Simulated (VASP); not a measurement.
# Li (P6_3/mmc) in VASP: a series of runs, part 2 of 2

VASP 6.6.1.

**3. Single point, PBEsol**

This run uses another cell than the first one, of 11.43 Å³/atom.

The input, INCAR:

```
SYSTEM = Li
ALGO     = Fast           ! electronic algorithm
EDIFF    = 1E-6           ! SCF threshold, eV
ENCUT    = 520            ! plane-wave cutoff, eV
GGA      = PS             ! functional
ISIF     = 2              ! what is computed and relaxed
ISMEAR   = -1             ! smearing method
LASPH    = .True.         ! aspherical terms in the spheres
LCHARG   = .False.        ! write CHGCAR
LREAL    = .False.        ! projectors in reciprocal space
LWAVE    = .False.        ! write WAVECAR
NBANDS   = 10             ! bands
NELM     = 80             ! most SCF steps
PREC     = Accurate       ! precision mode
SIGMA    = 0.05           ! smearing width, eV
```

The input, KPOINTS:

```
k-points
0
Gamma
  10 10 5
  0 0 0
```

The input, POSCAR:

```
Li
1.0
    2.5249769759      0.0000000000      0.0000000000
   -1.2624884880      2.1866942051      0.0000000000
    0.0000000000      0.0000000000      4.1394857134
Li
2
Direct
    0.6666666667      0.3333333333      0.7500000000
    0.3333333333      0.6666666667      0.2500000000
```

Potentials or basis: VASP PAW PBE potentials, release 64 (Li_sv).

Launch:

```
> cat potpaw_PBE.64/Li_sv/POTCAR > POTCAR
> mpirun -np 1 vasp_std > vasp.out
```

It took 12 s on 1 thread of Intel Xeon 8259CL, shared host; peak memory 0.13 GiB.

It converged, with:

| Quantity | Value |
| --- | --- |
| Free energy | -3.2112 eV |
| Band gap on the k mesh | zero (bands 3 and 4 overlap by 4.14 eV) |

Levels at points of the mesh, in eV from the Fermi level:
| k point | band 1 | band 2 | band 3 | band 4 | band 5 | band 6 |
| --- | --- | --- | --- | --- | --- | --- |
| (0.00, 0.00, 0.00) | -45.14 | -44.99 | -4.03 | -0.35 | 5.45 | 18.47 |
| (0.50, 0.00, 0.00) | -44.99 | -44.94 | -0.27 | 1.92 | 6.67 | 8.16 |

Caveat: the cutoff is under 1.25 times the usual one of these potentials, so pressure, stress and relaxed cells hold a basis-set (Pulay) error; the PAW data sets were made with another functional, which shifts forces and pressure a little.

**4. Single point, PBEsol**

This run uses another cell than the first one, of 13.72 Å³/atom.

The input, INCAR:

```
PREC     = Accurate       # precision mode
ENCUT    = 520            # plane-wave cutoff, eV
EDIFF    = 1E-6           # SCF threshold, eV
ISMEAR   = -1             # smearing method
SIGMA    = 0.05           # smearing width, eV
LREAL    = F              # projectors in reciprocal space
LASPH    = T              # aspherical terms in the spheres
NELM     = 80             # most SCF steps
ALGO     = Fast           # electronic algorithm
ISIF     = 2              # what is computed and relaxed
LWAVE    = F              # write WAVECAR
LCHARG   = F              # write CHGCAR
GGA      = PS             # functional
NBANDS   = 10             # bands
```

The input, KPOINTS:

```
regular mesh
0
Gamma
  10 10 5
```

The input, POSCAR:

```
Li
1.0
    2.6904716378      0.0000000000      0.0000000000
   -1.3452358189      2.3300167865      0.0000000000
    0.0000000000      0.0000000000      4.3769444955
Li
2
Direct
    0.6666666667      0.3333333333      0.7500000000
    0.3333333333      0.6666666667      0.2500000000
```

Potentials or basis: VASP PAW PBE potentials, release 64 (Li_sv).

Launch:

```
> cat potpaw_PBE.64/Li_sv/POTCAR > POTCAR
> mpirun -np 1 vasp_std > vasp.out
```

OUTCAR:

```text
PREC = Accurate
   ENCUT = 520
   EDIFF = 1E-6
   ISMEAR = -1
   LREAL = F
   LASPH = T
   NELM = 80
   ISIF = 2
   GGA = PS

 ion  position               nearest neighbor table
   1  0.667  0.333  0.750-
   2  0.333  0.667  0.250-

  LATTYP: Found a hexagonal cell.
 ALAT       =     2.6904716378
 C/A-ratio  =     1.6268316804

  Lattice vectors:

 A1 = (   2.6904716378,   0.0000000000,   0.0000000000)
 A2 = (  -1.3452358189,   2.3300167865,   0.0000000000)
 A3 = (   0.0000000000,   0.0000000000,   4.3769444955)

Analysis of symmetry for initial positions (statically):
=====================================================================
 Subroutine PRICEL returns:
 Original cell was already a primitive cell.

 Routine SETGRP: Setting up the symmetry group for a
 hexagonal supercell.

 Subroutine GETGRP returns: Found 24 space group operations
 (whereof 12 operations were pure point group operations)
 out of a pool of 24 trial point group operations.

The static configuration has the point symmetry D_3d.
[... 170 lines left out ...]

 k-point     1 :       0.0000    0.0000    0.0000
  band No.  band energies     occupation
      1     -43.4357      2.00000
      2     -43.3523      2.00000
      3      -2.0640      2.00000
      4       1.7120      1.96255
      5       6.4285      0.00000
      6      18.1187      0.00000
      7      18.1187      0.00000
      8      19.8949      0.00000
      9      19.8949      0.00000
     10      20.9669      0.00000
[... 287 lines left out ...]
 k-point    24 :       0.4000    0.1000    0.2000
  band No.  band energies     occupation
      1     -43.3515      2.00000
      2     -43.3302      2.00000
      3       1.6947      1.97339
      4       3.7222      0.00000
      5       6.9440      0.00000
      6       8.7598      0.00000
      7      10.6803      0.00000
      8      12.5924      0.00000
      9      15.5886      0.00000
     10      16.5446      0.00000

 [... further k-points ...]

------------------------ aborting loop because EDIFF is reached ----------------------------------------

  FORCE on cell =-STRESS in cart. coord.  units (eV):
  Direction    XX          YY          ZZ          XY          YZ          ZX
  --------------------------------------------------------------------------------------
  -------------------------------------------------------------------------------------
  Total        1.6816247      1.6816247      1.6828044     -0.0000000      0.0000000      0.0000000
  in kB       98.1931410     98.1931410     98.2620251     -0.0000000      0.0000000      0.0000000
  external PRESSURE =      98.2161024 kB  Pullay stress =       0.0000000 kB

 VOLUME and BASIS-vectors are now :
 -----------------------------------------------------------------------------
  energy-cutoff  :      520.00
  volume of cell :       27.44
      direct lattice vectors                 reciprocal lattice vectors
     2.690471638  0.000000000  0.000000000     0.371682045  0.214590729  0.000000000
    -1.345235819  2.330016786  0.000000000     0.000000000  0.429181457  0.000000000
     0.000000000  0.000000000  4.376944496     0.000000000  0.000000000  0.228469884

 POSITION                                       TOTAL-FORCE (eV/Angst)
 -----------------------------------------------------------------------------------
      1.34524      0.77667      3.28271        -0.000000      0.000000      0.000000
     -0.00000      1.55334      1.09424         0.000000     -0.000000      0.000000
 -----------------------------------------------------------------------------------
    total drift:                                0.000000     -0.000000      0.000000

  FREE ENERGIE OF THE ION-ELECTRON SYSTEM (eV)
  ---------------------------------------------------
  free  energy   TOTEN  =        -3.6288861799 eV

  energy  without entropy=       -3.6237700782  energy(sigma->0) =       -3.62632813
```

Wall time 14 s (1 thread of Intel Xeon 8259CL, shared host); peak memory 0.13 GiB.

What came out:

```yaml
Free_energy: -3.6289 eV
Band_gap_on_the_k_mesh: zero (bands 3 and 4 overlap by 3.85 eV)
```

Caveat: the cutoff is under 1.25 times the usual one of these potentials, so pressure, stress and relaxed cells hold a basis-set (Pulay) error; the PAW data sets were made with another functional, which shifts forces and pressure a little.

**5. Single point, PBEsol**

This run uses another cell than the first one, of 15.79 Å³/atom.

The input, INCAR:

```
SYSTEM = Li
PREC = Accurate ; ENCUT = 520
EDIFF = 1E-6 ; ISMEAR = -1
SIGMA = 0.05 ; LREAL = .FALSE.
LASPH = .TRUE. ; NELM = 100
ALGO = Normal ; ISIF = 2
LWAVE = .FALSE. ; LCHARG = .FALSE.
GGA = PS ; NBANDS = 10
```

The input, KPOINTS:

```
Automatic mesh
0
G
  10 10 5
  0 0 0
```

The input, POSCAR:

```
Li
1.0
    2.8203871203      0.0000000000      0.0000000000
   -1.4101935601      2.4425268946      0.0000000000
    0.0000000000      0.0000000000      4.5854898689
Li
2
Direct
    0.6666666667      0.3333333333      0.7500000000
    0.3333333333      0.6666666667      0.2500000000
```

Potentials or basis: VASP PAW PBE potentials, release 64 (Li_sv).

Launch:

```
> cat potpaw_PBE.64/Li_sv/POTCAR > POTCAR
> mpirun -np 1 vasp_std > vasp.out
```

OUTCAR:

```text
SYSTEM = Li
   PREC = Accurate
   ENCUT = 520
   EDIFF = 1E-6
   ISMEAR = -1
   LREAL = .FALSE.
   LASPH = .TRUE.
   NELM = 100
   ISIF = 2
   GGA = PS

 ion  position               nearest neighbor table
   1  0.667  0.333  0.750-
   2  0.333  0.667  0.250-

  LATTYP: Found a hexagonal cell.
 ALAT       =     2.8203871203
 C/A-ratio  =     1.6258370477

  Lattice vectors:

 A1 = (   2.8203871203,   0.0000000000,   0.0000000000)
 A2 = (  -1.4101935601,   2.4425268946,   0.0000000000)
 A3 = (   0.0000000000,   0.0000000000,   4.5854898689)

Analysis of symmetry for initial positions (statically):
=====================================================================
 Subroutine PRICEL returns:
 Original cell was already a primitive cell.

 Routine SETGRP: Setting up the symmetry group for a
 hexagonal supercell.

 Subroutine GETGRP returns: Found 24 space group operations
 (whereof 12 operations were pure point group operations)
 out of a pool of 24 trial point group operations.

The static configuration has the point symmetry D_3d.
[... 171 lines left out ...]
  band No.  band energies     occupation
      1     -44.1272      2.00000
      2     -44.0769      2.00000
      3      -2.4501      2.00000
      4       1.2858      1.79897
      5       5.2891      0.00000
      6      16.1258      0.00000
      7      16.1258      0.00000
      8      17.7604      0.00000
      9      17.7604      0.00000
     10      18.7208      0.00000
[... 287 lines left out ...]
 k-point    24 :       0.4000    0.1000    0.2000
  band No.  band energies     occupation
      1     -44.0764      2.00000
      2     -44.0634      2.00000
      3       1.2047      1.95683
      4       3.0602      0.00000
      5       5.9375      0.00000
      6       7.5941      0.00000
      7       9.4175      0.00000
      8      11.1278      0.00000
      9      13.6986      0.00000
     10      14.6447      0.00000

 [... further k-points ...]

------------------------ aborting loop because EDIFF is reached ----------------------------------------

  FORCE on cell =-STRESS in cart. coord.  units (eV):
  Direction    XX          YY          ZZ          XY          YZ          ZX
  --------------------------------------------------------------------------------------
  -------------------------------------------------------------------------------------
  Total        0.9604890      0.9604890      0.9562513      0.0000000     -0.0000000      0.0000000
  in kB       48.7157260     48.7157260     48.5007909      0.0000000     -0.0000000      0.0000000
  external PRESSURE =      48.6440810 kB  Pullay stress =       0.0000000 kB

 VOLUME and BASIS-vectors are now :
 -----------------------------------------------------------------------------
  energy-cutoff  :      520.00
  volume of cell :       31.59
      direct lattice vectors                 reciprocal lattice vectors
     2.820387120  0.000000000  0.000000000     0.354561256  0.204706037  0.000000000
    -1.410193560  2.442526895  0.000000000     0.000000000  0.409412073  0.000000000
     0.000000000  0.000000000  4.585489869     0.000000000  0.000000000  0.218079208

 POSITION                                       TOTAL-FORCE (eV/Angst)
 -----------------------------------------------------------------------------------
      1.41019      0.81418      3.43912         0.000000      0.000000      0.000000
     -0.00000      1.62835      1.14637        -0.000000     -0.000000      0.000000
 -----------------------------------------------------------------------------------
    total drift:                                0.000000     -0.000000      0.000000

  FREE ENERGIE OF THE ION-ELECTRON SYSTEM (eV)
  ---------------------------------------------------
  free  energy   TOTEN  =        -3.8201351578 eV

  energy  without entropy=       -3.8141005699  energy(sigma->0) =       -3.81711786
```

Run time: 10 s. Hardware: 1 thread of Intel Xeon 8259CL, shared host; peak memory 0.14 GiB.

What came out:

```
Free energy            : -3.8201 eV
Band gap on the k mesh : zero (bands 3 and 4 overlap by 3.65 eV)
```

Caveat: the cutoff is under 1.25 times the usual one of these potentials, so pressure, stress and relaxed cells hold a basis-set (Pulay) error; the PAW data sets were made with another functional, which shifts forces and pressure a little.

**6. Summary**

```csv
cell,gap on the mesh (eV)
"a = 2.419, b = 2.419, c = 3.983 Å, angles 90.0, 90.0, 120.0°, 2 atoms",none
"a = 2.525, b = 2.525, c = 4.139 Å, angles 90.0, 90.0, 120.0°, 2 atoms",none
"a = 2.690, b = 2.690, c = 4.377 Å, angles 90.0, 90.0, 120.0°, 2 atoms",none
"a = 2.820, b = 2.820, c = 4.585 Å, angles 90.0, 90.0, 120.0°, 2 atoms",none
```

Alike in all rows: task single point; level PBEsol; potentials or basis VASP PAW PBE potentials, release 64 (Li_sv); no spin polarisation; k mesh 10 × 10 × 5; cutoff (eV) 520; smearing fermi-dirac 0.05 eV.

Caveats: the cutoff is under 1.25 times the usual one of these potentials, so pressure, stress and relaxed cells hold a basis-set (Pulay) error; the PAW data sets were made with another functional, which shifts forces and pressure a little.

Absolute energies hang on the potentials; compare differences alone.
